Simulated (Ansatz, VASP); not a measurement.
**One calculation of Ge2Sb2Te5, two programs**

```
CELL_PARAMETERS angstrom
4.46300 0.00000 0.00000
-2.23150 3.86507 0.00000
0.00000 0.00000 17.78510
ATOMIC_POSITIONS crystal
Ge 0.00000 0.00000 0.33147
Ge 0.00000 0.00000 0.66853
Sb 0.33333 0.66667 0.11216
Sb 0.66667 0.33333 0.88784
Te 0.00000 0.00000 0.00000
Te 0.33333 0.66667 0.79136
Te 0.66667 0.33333 0.20864
Te 0.33333 0.66667 0.40975
Te 0.66667 0.33333 0.59025
```

Alike in both runs: task single point; functional PBE; k mesh 9 × 9 × 2; occupations gaussian, width 0.03 eV; no spin polarisation.

```csv
,VASP,Ansatz
version,VASP 6.6.1,Ansatz 0.2.0
potentials or method,"VASP PAW PBE potentials, release 64 (Ge_d, Sb, Te), cutoff 520 eV","scalar-relativistic, plane waves, PAW"
valence electrons in the cell,68,138
```

VASP gave:

| Item | Value |
| --- | --- |
| gap on the k mesh at the Fermi level (eV) | 0.19 |
| least direct gap on the mesh (eV) | 0.19 |
| pressure (GPa) | -3.0 |
| traceless stress, the component that is largest in VASP (GPa) | 1.31 |
| rms of the force components (eV/Å) | 0.111 |

**Question.** What did Ansatz give for the same quantities?

**Answer.** gap on the k mesh at the Fermi level (eV): 0.19; least direct gap on the mesh (eV): 0.19; pressure (GPa): -3.0; traceless stress, the component that is largest in VASP (GPa): 1.32; rms of the force components (eV/Å): 0.115.

Atom by atom the forces differ by 0.005 eV/Å (rms over components). VASP's potentials hold 68 valence electrons a cell and Ansatz's 138, so a difference there can come from the potentials and not from the codes.

Spin-orbit coupling is off throughout.
